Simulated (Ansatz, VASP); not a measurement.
Two plane-wave programs on LiAg3Cl3

```
Li Ag Cl
1.0
     7.21237   -1.77400    0.00000
     7.21237    1.77400    0.00000
    -2.88254    0.00000    6.17230
Li Ag Cl
1 3 3
Direct
  0.64372 0.64372 0.63330
  0.59850 0.59850 0.14562
  0.39131 0.39131 0.05204
  0.96629 0.96629 0.82083
  0.46754 0.46754 0.54219
  0.19058 0.19058 0.46602
  0.74792 0.74792 0.00670
```

Change from the starting cell: the structure that the rattled cell fell into.

Alike in both runs: task single point; functional PBE; k mesh 6 × 6 × 4; occupations gaussian, width 0.1 eV; no spin polarisation.

|  | VASP | Ansatz |
| --- | --- | --- |
| version | VASP 6.6.1 | Ansatz 0.2.0 |
| potentials or method | VASP PAW PBE potentials, release 64 (Li_sv, Ag, Cl), cutoff 520 eV | scalar-relativistic, plane waves, PAW |
| valence electrons in the cell | 57 | 81 |

```tsv
	VASP	Ansatz	Ansatz less VASP
gap on the k mesh at the Fermi level (eV)	none	none	-
rms of the force components (eV/Å)	0.006	0.005	-0.0016
```

Atom by atom the forces differ by 0.004 eV/Å (rms over components). A gap of «none» marks a metal or a gap that the smearing closes. VASP's potentials hold 57 valence electrons a cell and Ansatz's 81, so a difference there can come from the potentials and not from the codes.

Noted on VASP's run: the cutoff is short for stress, so the pressure is rough.
